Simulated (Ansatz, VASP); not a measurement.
## Two plane-wave programs on MgAuC2N2

```
Mg C Au N
1.0
     3.34417   -0.24987    0.41254
    -1.44540    3.05491   -0.09941
     0.39438   -1.30511    9.03315
Mg C Au N
1 2 1 2
Direct
  0.00000 0.00000 0.00000
  0.62129 0.38060 0.15108
  0.37871 0.61940 0.84892
  0.50000 0.50000 0.50000
  0.57498 0.42707 0.28420
  0.42502 0.57293 0.71580
```

Alike in both runs: functional PBE; k mesh 6 × 6 × 2; occupations gaussian, width 0.1 eV; no spin polarisation.

Ansatz relaxed the structure, and its values are those at the end. VASP's run is a single point on that final structure, the one shown.

|  | VASP | Ansatz |
| --- | --- | --- |
| version | VASP 6.6.1 | Ansatz 0.2.0 |
| potentials or method | VASP PAW PBE potentials, release 64 (Mg_sv, C, Au_sv_GW, N), cutoff 750 eV | scalar-relativistic, plane waves, PAW |
| valence electrons in the cell | 47 | 47 |

```csv
,VASP,Ansatz,Ansatz less VASP
gap on the k mesh at the Fermi level (eV),none,none,-
pressure (GPa),0.2,0.1,-0.09
rms of the force components (eV/Å),0.125,0.007,-0.1181
```

A gap of «none» marks a metal or a gap that the smearing closes. One of these differences is far larger than is usual between the two programs; its cause wasn't traced.

Neither program's run includes spin-orbit coupling. Noted on VASP's run: the standard files for N, O and F lose accuracy on very short bonds.
